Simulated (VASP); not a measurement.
# Si16HC16 (a cell with a defect) (H interstitial hop between voids) in VASP: single point with PBE

Aim: the single point of Si16HC16 (a cell with a defect) (H interstitial hop between voids) with PBE.

Everything below comes from runs of VASP 6.6.1. Logs are shortened: lines on timing, memory, paths and dates and some standing lists are left out, and cuts for length are marked.

## (1) The cell of the first run

The cell holds a defect, 33 atoms: a = 7.586 Å, b = 7.586 Å, c = 7.586 Å, α = 109.47°, β = 109.47°, γ = 109.47°.

## (2) Single point, PBE

Contents of INCAR:

```
PREC = Accurate ; ENCUT = 520
EDIFF = 1E-6 ; ISMEAR = -1
SIGMA = 0.01 ; LREAL = Auto
LASPH = T ; NELM = 120
ALGO = Normal ; ISIF = 2
LWAVE = F ; LCHARG = F
GGA = PE ; NBANDS = 86
NELECT = 130.0 ; GGA_COMPAT = F
```

Contents of KPOINTS:

```
regular mesh
0
Gamma
  1 1 1
```

Contents of POSCAR:

```
Si16HC16
1.0
   -4.3797050000      4.3797050000     -4.3797050000
    4.3797050000      4.3797050000      4.3797050000
    4.3797050000     -4.3797050000     -4.3797050000
Si C H
16 16 1
Direct
   -0.0042642141     -0.0007328119      0.7485827242
   -0.0006288095      0.2486771369      0.4983320794
   -0.0947446232      0.4965811624      0.2457068456
   -0.0007477673      0.7489773855     -0.0020882685
    0.2471589982     -0.0032058095      0.4936321054
    0.2523860625      0.2365763219      0.2458850539
    0.2517529149      0.4963709885     -0.0135180337
    0.2471649346      0.7442995590      0.7462445530
    0.4930243019     -0.0065083151      0.2457824214
    0.4943649173      0.2470238292     -0.0036406562
    0.4929104814      0.4964715660      0.7431049580
    0.5114783987      0.7558359524      0.5053513878
    0.7468698234     -0.0038394138     -0.0067294487
    0.7466554254      0.2438365141      0.7452968864
    0.7438361716      0.4964664287      0.4952323273
    0.7438352583      0.7459414504      0.2458045690
   -0.0028727962     -0.0025067898     -0.0025168362
   -0.0030377617      0.2481203643      0.7467613686
   -0.0040870333      0.4965659788      0.5030232630
   -0.0041107792      0.7537221114      0.2457497708
    0.2453639001     -0.0041974288      0.7451967655
    0.2454569429      0.2457885862      0.4941742652
    0.2860279402      0.4959827203      0.2460809575
    0.2453107001      0.7447047233     -0.0048378829
    0.4959717607     -0.0047223500      0.4964004425
    0.4985469341      0.2414961738      0.2457968059
    0.4981111742      0.4965330998     -0.0088018485
    0.4960648035      0.7471474677      0.7448563316
    0.7461447746     -0.0029055610      0.2457984042
    0.7386231493      0.2392954548     -0.0115222372
    0.7458843689      0.4964023833      0.7463834893
    0.7529962634      0.7512571052      0.5005250354
    0.1422728243      0.4935715990      0.2476338018
```

Potentials or basis: VASP PAW PBE potentials, release 64 (Si, C, H).

The run is started by

```
$ cat potpaw_PBE.64/Si/POTCAR potpaw_PBE.64/C/POTCAR potpaw_PBE.64/H/POTCAR > POTCAR
$ mpirun -np 1 vasp_gam > vasp.out
```

OUTCAR:

```text
PREC = Accurate
   ENCUT = 520
   EDIFF = 1E-6
   ISMEAR = -1
   LREAL = Auto
   LASPH = T
   NELM = 120
   ISIF = 2
   GGA = PE
   NELECT = 130.0

 ion  position               nearest neighbor table
   1  0.996  0.999  0.749-  32 1.87  17 1.89  18 1.89  21 1.91  12 3.00  13 3.06  14 3.06   7 3.08
                             6 3.08  10 3.09   4 3.09   2 3.09  16 3.11  15 3.11   5 3.14   8 3.14
   2  0.999  0.249  0.498-  19 1.88  22 1.88  18 1.89  29 1.92   7 3.02  11 3.06   8 3.07   1 3.09
                             5 3.10  14 3.10  16 3.11  15 3.12  13 3.13   6 3.13   9 3.14
   3  0.905  0.497  0.246-  33 1.80  20 1.84  30 1.84  19 1.84  16 2.57  10 2.57  15 2.57
   4  0.999  0.749  0.998-  20 1.88  24 1.88  17 1.89  31 1.92   6 3.02   9 3.06   5 3.07  13 3.09
                             8 3.09   1 3.09  15 3.11  16 3.12  14 3.13   7 3.13  11 3.14
   5  0.247  0.997  0.494-  20 1.88  25 1.88  22 1.89  21 1.92   6 3.02   9 3.06   4 3.07  14 3.09
                             2 3.10  11 3.10  10 3.11  16 3.12   8 3.13  12 3.13   1 3.14
   6  0.252  0.237  0.246-  26 1.86  22 1.88  17 1.88  23 1.90   9 3.00   5 3.02   4 3.02  15 3.05
                            10 3.05  11 3.08   1 3.08   2 3.13  13 3.13
   7  0.252  0.496  0.986-  27 1.86  18 1.88  24 1.88  23 1.90  11 3.00   2 3.02   8 3.02  10 3.05
                            16 3.05   1 3.08   9 3.08  14 3.13   4 3.13
   8  0.247  0.744  0.746-  19 1.88  28 1.88  24 1.89  21 1.92   7 3.02  11 3.06   2 3.07   9 3.09
                             4 3.09  13 3.10  10 3.11  15 3.12   5 3.13  12 3.13   1 3.14
   9  0.493  0.993  0.246-  26 1.87  24 1.89  25 1.89  29 1.91   6 3.00   5 3.06   4 3.06   7 3.08
                            12 3.08  16 3.09  14 3.09   8 3.09  10 3.12  15 3.12   2 3.14  13 3.14
  10  0.494  0.247  0.996-  30 1.89  26 1.90  27 1.90  21 1.90   3 2.57   6 3.05   7 3.05   1 3.09
                            15 3.09  16 3.09  11 3.11   8 3.11   5 3.11   9 3.12  14 3.12  13 3.12
  11  0.493  0.496  0.743-  27 1.87  22 1.89  28 1.89  31 1.91   7 3.00   2 3.06   8 3.06  12 3.08
                             6 3.08  15 3.09   5 3.10  13 3.10  16 3.11  10 3.11   4 3.14  14 3.14
  12  0.511  0.756  0.505-  32 1.86  28 1.88  25 1.88  23 1.90   1 3.00  13 3.02  14 3.02  15 3.05
[... 10 lines left out ...]
  18  0.997  0.248  0.747-   7 1.88  14 1.88   1 1.89   2 1.89
  19  0.996  0.497  0.503-   3 1.84   8 1.88   2 1.88  15 1.89
  20  0.996  0.754  0.246-   3 1.84   4 1.88   5 1.88  16 1.89
  21  0.245  0.996  0.745-  10 1.90   1 1.91   8 1.92   5 1.92
  22  0.245  0.246  0.494-   6 1.88   2 1.88  11 1.89   5 1.89
[... 8 lines left out ...]
  31  0.746  0.496  0.746-  15 1.90  11 1.91  14 1.92   4 1.92
  32  0.753  0.751  0.501-  12 1.86   1 1.87  16 1.90  15 1.90
  33  0.142  0.494  0.248-  23 1.09   3 1.80

  LATTYP: Found a body centered cubic cell.
 ALAT       =     8.7594100000

  Lattice vectors:

 A1 = (  -4.3797050000,   4.3797050000,  -4.3797050000)
 A2 = (   4.3797050000,   4.3797050000,   4.3797050000)
 A3 = (   4.3797050000,  -4.3797050000,  -4.3797050000)

Analysis of symmetry for initial positions (statically):
=====================================================================
 Subroutine PRICEL returns:
 Original cell was already a primitive cell.

 Routine SETGRP: Setting up the symmetry group for a
 body centered cubic supercell.

 Subroutine GETGRP returns: Found  1 space group operations
 (whereof  1 operations were pure point group operations)
 out of a pool of 48 trial point group operations.

The static configuration has the point symmetry C_1 .

Analysis of symmetry for dynamics (positions and initial velocities):
=====================================================================
 Subroutine PRICEL returns:
 Original cell was already a primitive cell.

 Routine SETGRP: Setting up the symmetry group for a
 body centered cubic supercell.

 Subroutine GETGRP returns: Found  1 space group operations
 (whereof  1 operations were pure point group operations)
 out of a pool of 48 trial point group operations.

The dynamic configuration has the point symmetry C_1 .

 Subroutine INISYM returns: Found  1 space group operations
 (whereof  1 operations are pure point group operations),
 and found     1 'primitive' translations

----------------------------------------------------------------------------------------

                                     Primitive cell

  volume of cell :     336.0428

  direct lattice vectors                    reciprocal lattice vectors
    -4.379705000  4.379705000 -4.379705000     0.000000000  0.114162940 -0.114162940
     4.379705000  4.379705000  4.379705000     0.114162940  0.114162940  0.000000000
     4.379705000 -4.379705000 -4.379705000     0.114162940  0.000000000 -0.114162940
[... 76 lines left out ...]

 KPOINTS: regular mesh

Automatic generation of k-mesh.
 Grid dimensions read from file:
 generate k-points for:    1    1    1

 Generating k-lattice:

  Cartesian coordinates                     Fractional coordinates (reciprocal lattice)
     0.000000000  0.114162940 -0.114162940     1.000000000  0.000000000  0.000000000
     0.114162940  0.114162940  0.000000000     0.000000000  1.000000000  0.000000000
     0.114162940  0.000000000 -0.114162940     0.000000000  0.000000000  1.000000000

  Length of vectors
     0.161450778  0.161450778  0.161450778

  Shift w.r.t. Gamma in fractional coordinates (k-lattice)
     0.000000000  0.000000000  0.000000000

 Subroutine IBZKPT returns following result:
 ===========================================

 Found      1 irreducible k-points:

 Following reciprocal coordinates:
            Coordinates               Weight
  0.000000  0.000000  0.000000      1.000000
   k-points           NKPTS =      1   k-points in BZ     NKDIM =      1   number of bands    NBANDS=     86
   number of dos      NEDOS =    301   number of ions     NIONS =     33
   total plane-waves  NPLWV = 175616
   dimension x,y,z NGX =    56 NGY =   56 NGZ =   56
   dimension x,y,z NGXF=   112 NGYF=  112 NGZF=  112
   ions per type =              16  16   1
   NGX,Y,Z   is equivalent  to a cutoff of  12.27, 12.27, 12.27 a.u.
   NGXF,Y,Z  is equivalent  to a cutoff of  24.55, 24.55, 24.55 a.u.
 SYSTEM =  unknown system
   PREC   = accura    normal or accurate (medium, high low for compatibility)
   ISTART =      0    job   : 0-new  1-cont  2-samecut
   ICHARG =      2    charge: 1-file 2-atom 10-const
   ISPIN  =      1    spin polarized calculation?
   LNONCOLLINEAR =      F non collinear calculations
   LSORBIT =      F    spin-orbit coupling
   LASPH  =      T    aspherical Exc in radial PAW
   ENCUT  =  520.0 eV  38.22 Ry    6.18 a.u.  14.10 14.10 14.10*2*pi/ulx,y,z
   NELM   =    120;   NELMIN=  2; NELMDL= -5     # of ELM steps
   EDIFF  = 0.1E-05   stopping-criterion for ELM
   LREAL  =      T    real-space projection
   EDIFFG = 0.1E-04   stopping-criterion for IOM
   NSW    =      0    number of steps for IOM
   IBRION =     -1    ionic relax: 0-MD 1-quasi-New 2-CG
   NFREE  =      0    steps in history (QN), initial steepest desc. (CG)
   ISIF   =      2    stress and relaxation
   ISYM   =      2    0-nonsym 1-usesym 2-fastsym
   POTIM  = 0.5000    time-step for ionic-motion
   TEBEG  =    0.0;   TEEND  =   0.0 temperature during run
   PSTRESS=    0.0 pullay stress
   NELECT =     130.0000    total number of electrons
   NUPDOWN=      -1.0000    fix difference up-down
   EMIN   =  10.00;   EMAX   =-10.00  energy-range for DOS
   EFERMI =   0.00;   METHOD = LEGACY
   ISMEAR =    -1;   SIGMA  =   0.01  broadening in eV -4-tet -1-fermi 0-gaus
   EFERMI_NEDOS =   21; number of points for ismear=-14 and -15
   IALGO  =     38    algorithm
   IMIX   =      4    mixing-type and parameters
     AMIX     =   0.40;   BMIX     =  1.00
     AMIX_MAG =   1.60;   BMIX_MAG =  1.00
  volume/ion in A,a.u.               =      10.18        68.72
  Fermi-wavevector in a.u.,A,eV,Ry     =   1.192864  2.254187 19.360078  1.422926
  Thomas-Fermi vector in A             =   2.328892
   LORBIT       =      0    0 simple, 1 ext, 2 COOP (PROOUT), +10 PAW based schemes
   GGA     = PE    functional components
   LHFCALC =     F    Hartree Fock is set to
   AEXX    =    0.0000 exact exchange contribution
   IVDW    =     0    specifies the selected vdW correction
   LEPSILON=     F    determine dielectric tensor
   LRPA    =     F    only Hartree local field effects (RPA)
 non-spin polarized calculation
  energy-cutoff  :      520.00
  volume of cell :      336.04
 maximum number of plane-waves:      4475
   NGX = 29   NGY = 29   NGZ = 29

 number of electron     130.0000000 magnetization

 Free energy of the ion-electron system (eV)
  ---------------------------------------------------
  ext. energy  EPLUGINS =         0.00000000
  ---------------------------------------------------
  free energy    TOTEN  =      -230.26468320 eV

  energy without entropy =     -230.26468320  energy(sigma->0) =     -230.26468320

 E-fermi :   8.5833     XC(G=0): -11.3344

 val. band max:        8.3389720196   @ k =   0.0000   0.0000   0.0000
 cond. band min:       9.5786252108   @ k =   0.0000   0.0000   0.0000
 fundamental gap:      1.2396531912
 Fermi energy:         8.5833274096

 k-point     1 :       0.0000    0.0000    0.0000
  band No.  band energies     occupation
      1      -7.4585      2.00000
      2      -4.9015      2.00000
      3      -4.6728      2.00000
      4      -4.6203      2.00000
      5      -4.6190      2.00000
      6      -4.4959      2.00000
[... 69 lines left out ...]
     76      13.2904      0.00000
     77      13.3875      0.00000
 [bands above 77 left out]

------------------------ aborting loop because EDIFF is reached ----------------------------------------

  FORCE on cell =-STRESS in cart. coord.  units (eV):
  Direction    XX          YY          ZZ          XY          YZ          ZX
  --------------------------------------------------------------------------------------
  -------------------------------------------------------------------------------------
  Total       20.6466780     20.5885323     20.7001488     -4.7445267     -4.8066198      4.9166933
  in kB       98.4387743     98.1615487     98.6937114    -22.6208492    -22.9168954     23.4417018
  external PRESSURE =      98.4313448 kB  Pullay stress =       0.0000000 kB

 VOLUME and BASIS-vectors are now :
 -----------------------------------------------------------------------------
  energy-cutoff  :      520.00
  volume of cell :      336.04
      direct lattice vectors                 reciprocal lattice vectors
    -4.379705000  4.379705000 -4.379705000     0.000000000  0.114162940 -0.114162940
     4.379705000  4.379705000  4.379705000     0.114162940  0.114162940  0.000000000
     4.379705000 -4.379705000 -4.379705000     0.114162940  0.000000000 -0.114162940

 POSITION                                       TOTAL-FORCE (eV/Angst)
 -----------------------------------------------------------------------------------
      3.29404      5.45895     -3.26311        -0.000239     -0.001242      0.002195
     -1.10527      3.28354     -5.47037         0.002245      0.000681      0.000340
     -0.71375      5.06351     -2.86600        -0.013046      0.009337     -0.008798
      3.27443      3.28617     -5.46669         0.000935     -0.002281     -0.005865
      5.44514      3.28619      1.12122        -0.004178     -0.004321      0.003000
      1.00766      1.06461     -1.14615        -0.005503     -0.004104      0.006302
[... 25 lines left out ...]
      2.18454      4.39603     -2.19977        -0.003817     -0.005046      0.005800
      2.62315      1.70025      0.45402         0.032994     -0.024261      0.046449
 -----------------------------------------------------------------------------------
    total drift:                                0.083285      0.047135     -0.072256

  FREE ENERGIE OF THE ION-ELECTRON SYSTEM (eV)
  ---------------------------------------------------
  free  energy   TOTEN  =      -230.2646832032 eV

  energy  without entropy=     -230.2646832032  energy(sigma->0) =     -230.26468320
```

It took 32 s on 1 thread of AMD EPYC 9R45 (Zen 5), shared host; peak memory 0.34 GiB.

Results:

```yaml
Free_energy: -230.2647 eV
Largest_force: 0.062 eV/Å
```

Forces in eV/Å, atoms in the order of the input:
```
Si   0.000 -0.001  0.002
Si   0.002  0.001  0.000
Si  -0.013  0.009 -0.009
Si   0.001 -0.002 -0.006
Si  -0.004 -0.004  0.003
Si  -0.006 -0.004  0.006
Si  -0.003 -0.006  0.006
Si  -0.004 -0.004  0.001
Si  -0.004 -0.001  0.004
Si  -0.007 -0.002 -0.003
Si  -0.001 -0.004  0.002
Si   0.001  0.000  0.001
Si   0.001  0.001  0.006
Si   0.001 -0.004 -0.005
Si  -0.004 -0.002 -0.003
Si  -0.004  0.003 -0.003
C    0.003  0.007 -0.007
C    0.006  0.001 -0.008
C   -0.003  0.001  0.005
C   -0.003 -0.005  0.002
C    0.007  0.008 -0.006
C    0.007  0.004 -0.002
C   -0.013  0.030 -0.022
C    0.005  0.002 -0.007
C    0.001  0.002 -0.004
C   -0.003  0.001  0.004
C   -0.002 -0.002 -0.002
C    0.005 -0.003 -0.002
C    0.005  0.003 -0.009
C   -0.005 -0.008  0.007
C    0.004  0.006 -0.007
C   -0.004 -0.005  0.006
H    0.033 -0.024  0.046
```

Caveat: the k points lie up to 1.01 Å⁻¹ apart; the cell carries a net charge on a neutralising background, which shifts energy and pressure; the cell is charged against a uniform background, so pressure and absolute levels hang on convention.
